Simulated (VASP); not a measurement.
# CsPbCl3 (Pm-3m) in VASP: further runs, part 3 of 3

VASP 6.6.1. Earlier steps stand in the parts before.

### 4 Single point, PBE (volume scaled by 0.97)

File INCAR:

```
SYSTEM = CsPbCl3
ALGO     = Normal         ! electronic algorithm
EDIFF    = 1E-6           ! SCF threshold, eV
ENCUT    = 520            ! plane-wave cutoff, eV
GGA      = PE             ! functional
ISIF     = 2              ! what is computed and relaxed
ISMEAR   = 0              ! smearing method
LASPH    = .TRUE.         ! aspherical terms in the spheres
LCHARG   = .TRUE.         ! write CHGCAR
LELF     = .TRUE.         ! ELF
LREAL    = .FALSE.        ! projectors in reciprocal space
LVHAR    = .TRUE.       
LWAVE    = .FALSE.        ! write WAVECAR
NBANDS   = 30             ! bands
NELM     = 80             ! most SCF steps
PREC     = Accurate       ! precision mode
SIGMA    = 0.02           ! smearing width, eV
```

File KPOINTS:

```
k-points
0
G
  6 6 6
  0 0 0
```

File POSCAR:

```
CsPbCl3
1.0
    5.6773372970      0.0000000000      0.0000000000
    0.0000000000      5.6773372970      0.0000000000
    0.0000000000      0.0000000000      5.6773372970
Cs Pb Cl
1 1 3
Direct
    0.0000000000      0.0000000000      0.0000000000
    0.5000000000      0.5000000000      0.5000000000
    0.5000000000      0.5000000000      0.0000000000
    0.0000000000      0.5000000000      0.5000000000
    0.5000000000      0.0000000000      0.5000000000
```

Potentials or basis: VASP PAW PBE potentials, release 64 (Cs_sv, Pb_d, Cl).

Command:

```bash
cat potpaw_PBE.64/Cs_sv/POTCAR potpaw_PBE.64/Pb_d/POTCAR potpaw_PBE.64/Cl/POTCAR > POTCAR
mpirun -np 1 vasp_std > vasp.out
```

OUTCAR:

```text
SYSTEM = CsPbCl3
   EDIFF = 1E-6
   ENCUT = 520
   GGA = PE
   ISIF = 2
   ISMEAR = 0
   LASPH = .TRUE.
   LREAL = .FALSE.
   NELM = 80
   PREC = Accurate

 ion  position               nearest neighbor table
   1  0.000  0.000  0.000-
   2  0.500  0.500  0.500-   3 2.84   4 2.84   5 2.84   3 2.84   5 2.84   4 2.84
   3  0.500  0.500  0.000-   2 2.84   2 2.84
   4  0.000  0.500  0.500-   2 2.84   2 2.84
   5  0.500  0.000  0.500-   2 2.84   2 2.84

  LATTYP: Found a simple cubic cell.
 ALAT       =     5.6773372970

  Lattice vectors:

 A1 = (   5.6773372970,   0.0000000000,   0.0000000000)
 A2 = (   0.0000000000,   5.6773372970,   0.0000000000)
 A3 = (   0.0000000000,   0.0000000000,   5.6773372970)

Analysis of symmetry for initial positions (statically):
=====================================================================
 Subroutine PRICEL returns:
 Original cell was already a primitive cell.

 Routine SETGRP: Setting up the symmetry group for a
 simple cubic supercell.

 Subroutine GETGRP returns: Found 48 space group operations
 (whereof 48 operations were pure point group operations)
 out of a pool of 48 trial point group operations.

The static configuration has the point symmetry O_h .

Analysis of symmetry for dynamics (positions and initial velocities):
=====================================================================
 Subroutine PRICEL returns:
 Original cell was already a primitive cell.

 Routine SETGRP: Setting up the symmetry group for a
 simple cubic supercell.

 Subroutine GETGRP returns: Found 48 space group operations
 (whereof 48 operations were pure point group operations)
 out of a pool of 48 trial point group operations.

The dynamic configuration has the point symmetry O_h .

 Subroutine INISYM returns: Found 48 space group operations
 (whereof 48 operations are pure point group operations),
 and found     1 'primitive' translations

----------------------------------------------------------------------------------------

                                     Primitive cell

  volume of cell :     182.9928

  direct lattice vectors                    reciprocal lattice vectors
     5.677337297  0.000000000  0.000000000     0.176138909  0.000000000  0.000000000
     0.000000000  5.677337297  0.000000000     0.000000000  0.176138909  0.000000000
     0.000000000  0.000000000  5.677337297     0.000000000  0.000000000  0.176138909

  length of vectors
     5.677337297  5.677337297  5.677337297     0.176138909  0.176138909  0.176138909

  position of ions in fractional coordinates (direct lattice)
     0.000000000  0.000000000  0.000000000
     0.500000000  0.500000000  0.500000000
     0.500000000  0.500000000  0.000000000
     0.000000000  0.500000000  0.500000000
     0.500000000  0.000000000  0.500000000

  ion indices of the primitive-cell ions
   primitive index   ion index
                 1           1
                 2           2
                 3           3
                 4           4
                 5           5

----------------------------------------------------------------------------------------

 KPOINTS: k-points

Automatic generation of k-mesh.
 Grid dimensions read from file:
 generate k-points for:    6    6    6

 Generating k-lattice:

  Cartesian coordinates                     Fractional coordinates (reciprocal lattice)
     0.029356485  0.000000000  0.000000000     0.166666667  0.000000000  0.000000000
     0.000000000  0.029356485  0.000000000     0.000000000  0.166666667  0.000000000
     0.000000000  0.000000000  0.029356485     0.000000000  0.000000000  0.166666667

  Length of vectors
     0.029356485  0.029356485  0.029356485

  Shift w.r.t. Gamma in fractional coordinates (k-lattice)
     0.000000000  0.000000000  0.000000000

 Subroutine IBZKPT returns following result:
 ===========================================

 Found     20 irreducible k-points:

 Following reciprocal coordinates:
            Coordinates               Weight
  0.000000  0.000000  0.000000      1.000000
  0.166667  0.000000  0.000000      6.000000
  0.333333  0.000000  0.000000      6.000000
  0.500000  0.000000  0.000000      3.000000
  0.166667  0.166667  0.000000     12.000000
  0.333333  0.166667  0.000000     24.000000
[... 12 lines left out ...]
  0.500000  0.500000  0.333333      6.000000
  0.500000  0.500000  0.500000      1.000000
   k-points           NKPTS =     20   k-points in BZ     NKDIM =     20   number of bands    NBANDS=     30
   number of dos      NEDOS =    301   number of ions     NIONS =      5
   total plane-waves  NPLWV =  74088
   dimension x,y,z NGX =    42 NGY =   42 NGZ =   42
   dimension x,y,z NGXF=    84 NGYF=   84 NGZF=   84
   ions per type =               1   1   3
   NGX,Y,Z   is equivalent  to a cutoff of  12.30, 12.30, 12.30 a.u.
   NGXF,Y,Z  is equivalent  to a cutoff of  24.60, 24.60, 24.60 a.u.
 SYSTEM =  CsPbCl3
   PREC   = accura    normal or accurate (medium, high low for compatibility)
   ISTART =      0    job   : 0-new  1-cont  2-samecut
   ICHARG =      2    charge: 1-file 2-atom 10-const
   ISPIN  =      1    spin polarized calculation?
   LNONCOLLINEAR =      F non collinear calculations
   LSORBIT =      F    spin-orbit coupling
   LASPH  =      T    aspherical Exc in radial PAW
   ENCUT  =  520.0 eV  38.22 Ry    6.18 a.u.  10.56 10.56 10.56*2*pi/ulx,y,z
   NELM   =     80;   NELMIN=  2; NELMDL= -5     # of ELM steps
   EDIFF  = 0.1E-05   stopping-criterion for ELM
   LREAL  =      F    real-space projection
   EDIFFG = 0.1E-04   stopping-criterion for IOM
   NSW    =      0    number of steps for IOM
   IBRION =     -1    ionic relax: 0-MD 1-quasi-New 2-CG
   NFREE  =      0    steps in history (QN), initial steepest desc. (CG)
   ISIF   =      2    stress and relaxation
   ISYM   =      2    0-nonsym 1-usesym 2-fastsym
   POTIM  = 0.5000    time-step for ionic-motion
   TEBEG  =    0.0;   TEEND  =   0.0 temperature during run
   PSTRESS=    0.0 pullay stress
   NELECT =      44.0000    total number of electrons
   NUPDOWN=      -1.0000    fix difference up-down
   EMIN   =  10.00;   EMAX   =-10.00  energy-range for DOS
   EFERMI =   0.00;   METHOD = LEGACY
   ISMEAR =     0;   SIGMA  =   0.02  broadening in eV -4-tet -1-fermi 0-gaus
   EFERMI_NEDOS =   21; number of points for ismear=-14 and -15
   IALGO  =     38    algorithm
   IMIX   =      4    mixing-type and parameters
     AMIX     =   0.40;   BMIX     =  1.00
     AMIX_MAG =   1.60;   BMIX_MAG =  1.00
  volume/ion in A,a.u.               =      36.60       246.98
  Fermi-wavevector in a.u.,A,eV,Ry     =   1.018000  1.923741 14.100038  1.036324
  Thomas-Fermi vector in A             =   2.151433
   LORBIT       =      0    0 simple, 1 ext, 2 COOP (PROOUT), +10 PAW based schemes
   GGA     = PE    functional components
   LHFCALC =     F    Hartree Fock is set to
   AEXX    =    0.0000 exact exchange contribution
   IVDW    =     0    specifies the selected vdW correction
   LEPSILON=     F    determine dielectric tensor
   LRPA    =     F    only Hartree local field effects (RPA)
 non-spin polarized calculation
 Gauss-broadening in eV      SIGMA  =   0.02
  energy-cutoff  :      520.00
  volume of cell :      182.99
 maximum number of plane-waves:      4950
   NGX = 21   NGY = 21   NGZ = 21

 number of electron      44.0000021 magnetization

 Free energy of the ion-electron system (eV)
  ---------------------------------------------------
  ext. energy  EPLUGINS =         0.00000000
  ---------------------------------------------------
  free energy    TOTEN  =       -17.55294578 eV

  energy without entropy =      -17.55294578  energy(sigma->0) =      -17.55294578

 E-fermi :   1.4854     XC(G=0):  -7.6569

 val. band max:        1.3215046877   @ k =   0.5000   0.5000   0.5000
 cond. band min:       3.4239409632   @ k =   0.5000   0.5000   0.5000
 fundamental gap:      2.1024362755
 Fermi energy:         1.4853700660

 k-point     1 :       0.0000    0.0000    0.0000
  band No.  band energies     occupation
      1     -19.8536      2.00000
      2     -15.3097      2.00000
      3     -15.3097      2.00000
      4     -15.1162      2.00000
      5     -15.1162      2.00000
      6     -15.1162      2.00000
[... 649 lines left out ...]
     29       7.0805      0.00000
     30       8.2450      0.00000

------------------------ aborting loop because EDIFF is reached ----------------------------------------

  FORCE on cell =-STRESS in cart. coord.  units (eV):
  Direction    XX          YY          ZZ          XY          YZ          ZX
  --------------------------------------------------------------------------------------
  -------------------------------------------------------------------------------------
  Total        0.7663586      0.7663586      0.7663586     -0.0000000      0.0000000     -0.0000000
  in kB        6.7097840      6.7097840      6.7097840     -0.0000000      0.0000000     -0.0000000
  external PRESSURE =       6.7097840 kB  Pullay stress =       0.0000000 kB

 VOLUME and BASIS-vectors are now :
 -----------------------------------------------------------------------------
  energy-cutoff  :      520.00
  volume of cell :      182.99
      direct lattice vectors                 reciprocal lattice vectors
     5.677337297  0.000000000  0.000000000     0.176138909  0.000000000  0.000000000
     0.000000000  5.677337297  0.000000000     0.000000000  0.176138909  0.000000000
     0.000000000  0.000000000  5.677337297     0.000000000  0.000000000  0.176138909

 POSITION                                       TOTAL-FORCE (eV/Angst)
 -----------------------------------------------------------------------------------
      0.00000      0.00000      0.00000         0.000000      0.000000      0.000000
      2.83867      2.83867      2.83867         0.000000      0.000000      0.000000
      2.83867      2.83867      0.00000         0.000000      0.000000      0.000000
      0.00000      2.83867      2.83867         0.000000      0.000000      0.000000
      2.83867      0.00000      2.83867         0.000000      0.000000      0.000000
 -----------------------------------------------------------------------------------
    total drift:                                0.000000     -0.000000     -0.000000

  FREE ENERGIE OF THE ION-ELECTRON SYSTEM (eV)
  ---------------------------------------------------
  free  energy   TOTEN  =       -17.5529457765 eV

  energy  without entropy=      -17.5529457765  energy(sigma->0) =      -17.55294578
```

It took 2.6 min on 1 thread of Oxide Virtual Turin-like, shared host; peak memory 0.28 GiB.

What came out:

| Property | Result |
| --- | --- |
| Free energy | -17.5529 eV |
| Pressure | 0.7 GPa |
| Band gap on the k mesh | 2.10 eV, direct |

Levels at points of the mesh, in eV from the valence-band top:
```tsv
k point	band 20	band 21	band 22	band 23	band 24	band 25
(0.00, 0.00, 0.00)	-2.26	-2.26	-2.26	3.53	4.55	4.55
(0.50, 0.00, 0.00)	-2.35	-2.35	-1.55	3.10	4.86	5.38
(0.50, 0.50, 0.00)	-2.50	-1.96	-0.75	2.64	2.64	5.01
(0.50, 0.50, 0.50)	-1.95	-1.95	0.00	2.10	2.10	2.10
```

Caveat: spin-orbit coupling is left out, which moves the levels of the heavy elements. A k mesh can miss the band edges.

### 5 Overview

| level | cell | gap on the mesh (eV) | pressure (GPa) |
| --- | --- | --- | --- |
| PBE | a = 5.735 Å, 5 atoms | 2.22 | 0.0 |
| r2SCAN | a = 5.735 Å, 5 atoms | 2.60 | -0.8 |
| PBE | a = 5.677 Å, 5 atoms | 2.10 | 0.7 |

Alike in all rows: task single point; potentials or basis VASP PAW PBE potentials, release 64 (Cs_sv, Pb_d, Cl); no spin polarisation; k mesh 6 × 6 × 6; cutoff (eV) 520; smearing gaussian 0.02 eV.

Caveats: spin-orbit coupling is left out, which moves the levels of the heavy elements; the PAW data sets were made with another functional, which shifts forces and pressure a little (some runs).

Total energies depend on the potentials used, so only differences within one code and one set of settings carry meaning.
